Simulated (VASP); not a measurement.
Runs of VASP 6.6.1 on BeTe. The structure is that of space group F-43m (No. 216), or close to it. The cells are those of the table. 

```csv
cell,gap on the mesh (eV),pressure (GPa)
"a = 3.891 Å, angles 60.0°, 2 atoms",1.67,4.1
"a = 3.851 Å, angles 60.0°, 2 atoms",(b),6.6
"a = 3.930 Å, angles 60.0°, 2 atoms",1.75,(a)
"a = 3.969 Å, angles 60.0°, 2 atoms",1.83,0.0
"a = 4.007 Å, angles 60.0°, 2 atoms",1.90,-1.6
```

Alike in all rows: task single point; level PBEsol; potentials or basis VASP PAW PBE potentials, release 64 (Be, Te); no spin polarisation; k mesh 6 × 6 × 6; cutoff (eV) 600; smearing fermi-dirac 0.01 eV.

**Question.** Fill in the values left out.

**Answer.** (a) 1.9; (b) 1.59.

Caveats: the PAW data sets were made with another functional, which shifts forces and pressure a little; spin-orbit coupling is left out, which moves the levels of the heavy elements.

A k mesh can miss the band edges, and the runs leave out spin-orbit coupling on Te.
